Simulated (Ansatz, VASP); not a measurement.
One calculation of ZnS, two programs

Contents of POSCAR:

```
ZnS
1.0
    0.0000000000      2.7469244599      2.7469244599
    2.7469244599      0.0000000000      2.7469244599
    2.7469244599      2.7469244599      0.0000000000
Zn S
1 1
Direct
    0.0000000000      0.0000000000      0.0000000000
    0.2500000000      0.2500000000      0.2500000000
```

File INCAR.step1:

```
PREC = Accurate
ENCUT = 520
ISMEAR = 0
SIGMA = 0.01
LREAL = False
LASPH = True
NELM = 80
NBANDS = 16
GGA = PE
ALGO = Normal
EDIFF = 1E-4
LWAVE = True
LCHARG = False
```

File INCAR.step2:

```
PREC = Accurate
ENCUT = 520
EDIFF = 1E-7
ISMEAR = 0
SIGMA = 0.01
LREAL = False
LASPH = True
NELM = 80
ALGO = Normal
ISIF = 2
LWAVE = False
LCHARG = False
METAGGA = R2SCAN
LMIXTAU = True
NBANDS = 16
ISTART = 1
```

File KPOINTS:

```
regular mesh
0
Gamma
  6 6 6
```

Input for Ansatz:

```yaml
crystal:
  lattice:
    - [0.0, 2.7469244599, 2.7469244599]
    - [2.7469244599, 0.0, 2.7469244599]
    - [2.7469244599, 2.7469244599, 0.0]
  atoms:
    - { symbol: Zn, position: [0.0, 0.0, 0.0] }
    - { symbol: S, position: [0.25, 0.25, 0.25] }
kpoints:
  mp_grid: { grid: [6, 6, 6] }
hamiltonian:
  xc: r2scan
scf:
  occupations: { method: fixed }
  n_extra_bands: 4
output:
  forces: true
  stress: true
  eigenvalues: true
```

Alike in both runs: task single point; functional r2SCAN; k mesh 6 × 6 × 6; no spin polarisation.

|  | VASP | Ansatz |
| --- | --- | --- |
| version | VASP 6.6.1 | Ansatz 0.2.0 |
| potentials or method | VASP PAW PBE potentials, release 64 (Zn, S) | plane waves, PAW |
| plane-wave cutoff (eV) | 520 | 500 |
| occupations | gaussian, width 0.01 eV | fixed |
| valence electrons in the cell | 18 | 18 |

```tsv
	VASP	Ansatz	Ansatz less VASP
gap on the k mesh at the Fermi level (eV)	2.45	2.44	-0.006
pressure (GPa)	-3.9	-4.0	-0.05
```

VASP's potentials were made for PBE, not for r2SCAN.
